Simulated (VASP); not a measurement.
Runs of VASP 6.6.1 on BiP. The structure is that of space group P-6m2 (No. 187), or close to it. The cells are those of the table. 

```csv
task,cell,cutoff (eV),gap on the mesh (eV),pressure (GPa),relaxed volume (Å³/atom)
relaxation of shape and atoms at fixed volume,"relaxed from a = 3.907, b = 3.907, c = 3.782 Å, angles 90.0, 90.0, 120.0°, 2 atoms",600,none,-2.3,-
relaxation of cell and atoms,"relaxed from a = 3.850, b = 3.850, c = 3.744 Å, angles 90.0, 90.0, 120.0°, 2 atoms",600,none,0.0,24.03
relaxation of shape and atoms at fixed volume,"relaxed from a = 3.825, b = 3.825, c = 3.719 Å, angles 90.0, 90.0, 120.0°, 2 atoms",600,none,1.5,-
single point,"a = 3.850, b = 3.850, c = 3.744 Å, angles 90.0, 90.0, 120.0°, 2 atoms",520,none,0.0,-
relaxation of cell and atoms,"relaxed from a = 3.955, b = 3.955, c = 3.860 Å, angles 90.0, 90.0, 120.0°, 2 atoms",600,none,0.0,(a)
```

Alike in all rows: level PBEsol; potentials or basis VASP PAW PBE potentials, release 64 (Bi_d, P); no spin polarisation; k mesh 10 × 10 × 8; smearing gaussian 0.05 eV.

Problem. Fill in the values left out.

Solution. (a) 24.05.

Caveats: the PAW data sets were made with another functional, which shifts forces and pressure a little; spin-orbit coupling is left out, which moves the levels of the heavy elements.

A k mesh can miss the band edges, and the runs leave out spin-orbit coupling on Bi.

A gap of «none» marks levels without a gap at the run's occupations.
